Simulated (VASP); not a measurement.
# Hf4Ta (P6/mmm) in VASP: a series of runs

Hf4Ta is run at these levels: PBE; tasks: relaxation of cell and atoms, single point.

All numbers are computed with VASP 6.6.1; they aren't measurements. Logs are shortened: lines on timing, memory, paths and dates and some standing lists are left out, and cuts for length are marked.

## Step 1: The cell of the first run

It takes space group P6/mmm (No. 191, hexagonal). Conventional cell: a = 4.882 Å, b = 4.882 Å, c = 5.810 Å, α = 90.00°, β = 90.00°, γ = 120.00°. Within 3.7 Å of Hf (site symmetry 3m) lie 5 Hf at 2.78 to 3.03 Å and 3 Ta at 3.14 Å. Ta (site symmetry 6/mmm) has 12 Hf at 3.14 Å within 4.1 Å.

The cell was generated, and may not be a known phase.

## Step 2: Relaxation of cell and atoms, PBE

Input file INCAR:

```
ALGO = Normal
EDIFF = 1E-7
EDIFFG = -0.01
ENCUT = 500
GGA = PE
GGA_COMPAT = False
IBRION = 2
ISIF = 3
ISMEAR = 0
LASPH = True
LCHARG = False
LREAL = False
LWAVE = False
NELM = 120
NELMIN = 4
NSW = 100
PREC = Accurate
SIGMA = 0.1
```

Input file KPOINTS:

```
k-points
0
Gamma
  12 12 8
```

Input file POSCAR:

```
Hf4Ta
1.0
    4.8818039676      0.0000000000      0.0000000000
   -2.4409019838      4.2277662522      0.0000000000
    0.0000000000      0.0000000000      5.8099215642
Hf Ta
4 1
Direct
    0.3333333333      0.6666666667      0.7394414038
    0.6666666667      0.3333333333      0.7394414038
    0.6666666667      0.3333333333      0.2605585962
    0.3333333333      0.6666666667      0.2605585962
    0.0000000000      0.0000000000      0.5000000000
```

Potentials or basis: VASP PAW PBE potentials, release 64 (Hf_pv, Ta_pv).

On the command line:

```
$ cat potpaw_PBE.64/Hf_pv/POTCAR potpaw_PBE.64/Ta_pv/POTCAR > POTCAR
$ mpirun -np 1 vasp_std > vasp.out
```

OUTCAR:

```text
EDIFF = 1E-7
   EDIFFG = -0.01
   ENCUT = 500
   GGA = PE
   IBRION = 2
   ISIF = 3
   ISMEAR = 0
   LASPH = True
   LREAL = False
   NELM = 120
   NELMIN = 4
   NSW = 100
   PREC = Accurate

 ion  position               nearest neighbor table
   1  0.333  0.667  0.739-   4 2.78   2 2.82   2 2.82   2 2.82   4 3.03   5 3.14   5 3.14   5 3.14

   2  0.667  0.333  0.739-   3 2.78   1 2.82   1 2.82   1 2.82   3 3.03   5 3.14   5 3.14   5 3.14

   3  0.667  0.333  0.261-   2 2.78   4 2.82   4 2.82   4 2.82   2 3.03   5 3.14   5 3.14   5 3.14

   4  0.333  0.667  0.261-   1 2.78   3 2.82   3 2.82   3 2.82   1 3.03   5 3.14   5 3.14   5 3.14

   5  0.000  0.000  0.500-   1 3.14   2 3.14   3 3.14   4 3.14   1 3.14   4 3.14   2 3.14   3 3.14
                             2 3.14   3 3.14   1 3.14   4 3.14

  LATTYP: Found a hexagonal cell.
 ALAT       =     4.8818039676
 C/A-ratio  =     1.1901177521

  Lattice vectors:

 A1 = (   4.8818039676,   0.0000000000,   0.0000000000)
 A2 = (  -2.4409019838,   4.2277662522,   0.0000000000)
 A3 = (   0.0000000000,   0.0000000000,   5.8099215642)

Analysis of symmetry for initial positions (statically):
=====================================================================
 Subroutine PRICEL returns:
 Original cell was already a primitive cell.

 Routine SETGRP: Setting up the symmetry group for a
 hexagonal supercell.

 Subroutine GETGRP returns: Found 24 space group operations
 (whereof 24 operations were pure point group operations)
 out of a pool of 24 trial point group operations.

The static configuration has the point symmetry D_6h.

Analysis of symmetry for dynamics (positions and initial velocities):
=====================================================================
 Subroutine PRICEL returns:
 Original cell was already a primitive cell.

 Routine SETGRP: Setting up the symmetry group for a
 hexagonal supercell.

 Subroutine GETGRP returns: Found 24 space group operations
 (whereof 24 operations were pure point group operations)
 out of a pool of 24 trial point group operations.

The dynamic configuration has the point symmetry D_6h.

 Subroutine INISYM returns: Found 24 space group operations
 (whereof 24 operations are pure point group operations),
 and found     1 'primitive' translations

----------------------------------------------------------------------------------------

                                     Primitive cell

  volume of cell :     119.9117

  direct lattice vectors                    reciprocal lattice vectors
[... 103 lines left out ...]
   PSTRESS=    0.0 pullay stress
   NELECT =      51.0000    total number of electrons
   NUPDOWN=      -1.0000    fix difference up-down
   EMIN   =  10.00;   EMAX   =-10.00  energy-range for DOS
   EFERMI =   0.00;   METHOD = LEGACY
   ISMEAR =     0;   SIGMA  =   0.10  broadening in eV -4-tet -1-fermi 0-gaus
   EFERMI_NEDOS =   21; number of points for ismear=-14 and -15
   IALGO  =     38    algorithm
   IMIX   =      4    mixing-type and parameters
     AMIX     =   0.40;   BMIX     =  1.00
     AMIX_MAG =   1.60;   BMIX_MAG =  1.00
  volume/ion in A,a.u.               =      23.98       161.84
  Fermi-wavevector in a.u.,A,eV,Ry     =   1.231150  2.326536 20.622769  1.515731
  Thomas-Fermi vector in A             =   2.365971
   LORBIT       =      0    0 simple, 1 ext, 2 COOP (PROOUT), +10 PAW based schemes
   GGA     = PE    functional components
   LHFCALC =     F    Hartree Fock is set to
   AEXX    =    0.0000 exact exchange contribution
   IVDW    =     0    specifies the selected vdW correction
   LEPSILON=     F    determine dielectric tensor
   LRPA    =     F    only Hartree local field effects (RPA)
 conjugate gradient relaxation of ions
 non-spin polarized calculation
 Gauss-broadening in eV      SIGMA  =   0.10
  energy-cutoff  :      500.00
  volume of cell :      119.91
 maximum number of plane-waves:      3081
 NGX is ok and might be reduce to    36
   NGX = 17   NGY = 17   NGZ = 21

--------------------------------------- Ionic step        1  -------------------------------------------

 number of electron      50.9999999 magnetization

 Free energy of the ion-electron system (eV)
  ---------------------------------------------------
  ext. energy  EPLUGINS =         0.00000000
  ---------------------------------------------------
  free energy    TOTEN  =       -47.06246719 eV

  energy without entropy =      -47.02517530  energy(sigma->0) =      -47.04382125

------------------------ aborting loop because EDIFF is reached ----------------------------------------

  FORCE on cell =-STRESS in cart. coord.  units (eV):
  Direction    XX          YY          ZZ          XY          YZ          ZX
  --------------------------------------------------------------------------------------
  -------------------------------------------------------------------------------------
  Total       -0.4742069     -0.4742069      0.4499779      0.0000000     -0.0000000     -0.0000000
  in kB       -6.3360253     -6.3360253      6.0122939      0.0000000     -0.0000000     -0.0000000
  external PRESSURE =      -2.2199189 kB  Pullay stress =       0.0000000 kB
[... 182 lines left out ...]
--------------------------------------- Ionic step        6  -------------------------------------------

 number of electron      51.0000000 magnetization

 Free energy of the ion-electron system (eV)
  ---------------------------------------------------
  ext. energy  EPLUGINS =         0.00000000
  ---------------------------------------------------
  free energy    TOTEN  =       -47.06627637 eV

  energy without entropy =      -47.02829024  energy(sigma->0) =      -47.04728330

 E-fermi :   3.6911     XC(G=0): -10.8155

 val. band max:        3.6907082766   @ k =   0.5000   0.0000   0.3750
 cond. band min:       3.6916640613   @ k =   0.0833   0.0833   0.2500
 fundamental gap:      0.0009557847
 Fermi energy:         3.6911123438

 k-point     1 :       0.0000    0.0000    0.0000
  band No.  band energies     occupation
      1     -30.3534      2.00000
      2     -30.3053      2.00000
      3     -30.3053      2.00000
      4     -26.9950      2.00000
      5     -26.8540      2.00000
      6     -26.8540      2.00000
[... 781 lines left out ...]
     29       5.0916      0.00000
     30       5.2876      0.00000

 [... further k-points ...]

------------------------ aborting loop because EDIFF is reached ----------------------------------------

  FORCE on cell =-STRESS in cart. coord.  units (eV):
  Direction    XX          YY          ZZ          XY          YZ          ZX
  --------------------------------------------------------------------------------------
  -------------------------------------------------------------------------------------
  Total        0.0010689      0.0010689     -0.0079522      0.0000000     -0.0000000      0.0000000
  in kB        0.0142854      0.0142854     -0.1062755      0.0000000     -0.0000000      0.0000000
  external PRESSURE =      -0.0259016 kB  Pullay stress =       0.0000000 kB
[... 20 lines left out ...]
  FREE ENERGIE OF THE ION-ELECTRON SYSTEM (eV)
  ---------------------------------------------------
  free  energy   TOTEN  =       -47.0662763656 eV

  energy  without entropy=      -47.0282902364  energy(sigma->0) =      -47.04728330

 reached required accuracy - stopping structural energy minimisation
```

OSZICAR:

```text
N       E                     dE             d eps       ncg     rms          rms(c)
DAV:   1     0.271876733316E+03    0.27188E+03   -0.28266E+04  6068   0.157E+03
DAV:   2    -0.300819344079E+02   -0.30196E+03   -0.29515E+03  6400   0.392E+02
DAV:   3    -0.482206262123E+02   -0.18139E+02   -0.17443E+02  7664   0.612E+01
[... 62 lines left out ...]
DAV:   3    -0.470662957416E+02    0.19957E-04   -0.53337E-04  7250   0.744E-02    0.478E-02
DAV:   4    -0.470662773860E+02    0.18356E-04   -0.91808E-05  6982   0.314E-02    0.301E-02
DAV:   5    -0.470662767820E+02    0.60403E-06   -0.74974E-06  6828   0.142E-02    0.105E-02
DAV:   6    -0.470662764631E+02    0.31890E-06   -0.18742E-06  7100   0.468E-03    0.265E-03
DAV:   7    -0.470662763656E+02    0.97451E-07   -0.11672E-07  4522   0.180E-03
   6 F= -.47066276E+02 E0= -.47047283E+02  d E =-.134249E-03
```

It took 8.3 min on 1 thread of Intel Xeon 6975P-C (Granite Rapids), shared host; peak memory 0.42 GiB.

What came out:

| Item | Value |
| --- | --- |
| Free energy | -47.0663 eV |
| Relaxed volume | 23.98 Å³/atom |
| Relaxed cell | a = 4.864 Å, b = 4.864 Å, c = 5.852 Å, α = 90.00°, β = 90.00°, γ = 120.00° |
| Space group after relaxing (to 0.1 Å) | P6/mmm (No. 191) |
| Energy gained by relaxing | 0.8 meV/atom |
| Ionic steps | 6 |
| Pressure after relaxing | 0.0 GPa |
| Largest force after relaxing | 0.009 eV/Å |
| Band gap on the k mesh | zero (an odd number of electrons rules out a gap without spin polarisation) |

Forces on the atoms (eV/Å):
```
Hf   0.000  0.000 -0.009
Hf   0.000  0.000 -0.009
Hf   0.000  0.000  0.009
Hf   0.000  0.000  0.009
Ta   0.000  0.000  0.000
```

The path:
```csv
step,energy change (eV),largest force (eV/Å),pressure (GPa),volume (Å³)
1,0.0000,0.0401,-0.22,119.91
2,-0.0030,0.0194,0.35,119.33
3,-0.0031,0.0211,0.30,119.38
4,-0.0036,0.0360,-0.12,120.00
5,-0.0037,0.0324,-0.01,119.85
6,-0.0038,0.0094,0.00,119.88
```

Final structure:
```
Hf Ta
1.0
     4.86370    0.00000    0.00000
    -2.43185    4.21209    0.00000
     0.00000    0.00000    5.85195
Hf Ta
4 1
Direct
  0.33333 0.66667 0.73867
  0.66667 0.33333 0.73867
  0.66667 0.33333 0.26133
  0.33333 0.66667 0.26133
  0.00000 0.00000 0.50000
```

Caveat: spin-orbit coupling is left out, which moves the levels of the heavy elements.

(Part 1 of 2 ends here.)

The gap in the log of VASP goes by the Fermi energy; the results here count the filled bands.